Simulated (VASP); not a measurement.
Wanted: the native input for a VASP 6.6.1 run.

| Property | Result |
| --- | --- |
| Task | single point |
| Functional | PBEsol |
| Potentials or basis | VASP PAW PBE potentials, release 64 (Mn_pv, As) |
| Cutoff | 520 eV |
| k mesh | 10 × 10 × 6 |
| Occupations | fermi-dirac, width 0.1 eV |
| Spin | collinear spin, ferromagnetic start |
| Starting moments | [4.0, 4.0, 0.0, 0.0] μB |
| Dipole correction | no |
| Further INCAR settings | ALGO = Normal; EDIFF = 1e-06; NBANDS = 30 |

The structure of MnAs lies in POSCAR:

```
MnAs
1.0
    3.5817461318      0.0000000000      0.0000000000
   -1.7908730659      3.1018831401      0.0000000000
    0.0000000000      0.0000000000      5.3636918086
Mn As
2 2
Direct
    0.0000000000      0.0000000000      0.0000000000
    0.0000000000      0.0000000000      0.5000000000
    0.3333333333      0.6666666667      0.2500000000
    0.6666666667      0.3333333333      0.7500000000
```

One way to write it, as run:

INCAR

```
SYSTEM = MnAs
ALGO     = Normal         ! electronic algorithm
EDIFF    = 1E-6           ! SCF threshold, eV
ENCUT    = 520            ! plane-wave cutoff, eV
GGA      = PS             ! functional
ISIF     = 2              ! what is computed and relaxed
ISMEAR   = -1             ! smearing method
ISPIN    = 2              ! spin polarisation
LASPH    = .TRUE.         ! aspherical terms in the spheres
LCHARG   = .FALSE.        ! write CHGCAR
LMAXMIX  = 4              ! l up to which the mixer works
LORBIT   = 11             ! projections on sites
LREAL    = .FALSE.        ! projectors in reciprocal space
LWAVE    = .FALSE.        ! write WAVECAR
MAGMOM   = 4 4 0 0        ! initial moments
NBANDS   = 30             ! bands
NELM     = 150            ! most SCF steps
PREC     = Accurate       ! precision mode
SIGMA    = 0.1            ! smearing width, eV
```

KPOINTS

```
k-points
0
G
  10 10 6
  0 0 0
```

Potentials or basis: VASP PAW PBE potentials, release 64 (Mn_pv, As).

Launch:

```console
$ cat potpaw_PBE.64/Mn_pv/POTCAR potpaw_PBE.64/As/POTCAR > POTCAR
$ mpirun -np 1 vasp_std > vasp.out
```

Results of the run:

| Property | Result |
| --- | --- |
| Pressure | -0.8 GPa |
| Net moment | 4.92 μB per cell |
| Site moments | Mn +2.51; As -0.10 μB |
| Valence electrons inside the program's atomic spheres | Mn 11.80; As 2.85 |

Caveat: the PAW data sets were made with another functional, which shifts forces and pressure a little; the run started ferromagnetic, and an antiferromagnetic order may lie lower in energy.

Run time: 4.5 min on 1 thread of Intel Xeon 8259CL, on a shared host, peak memory 0.3 GiB.
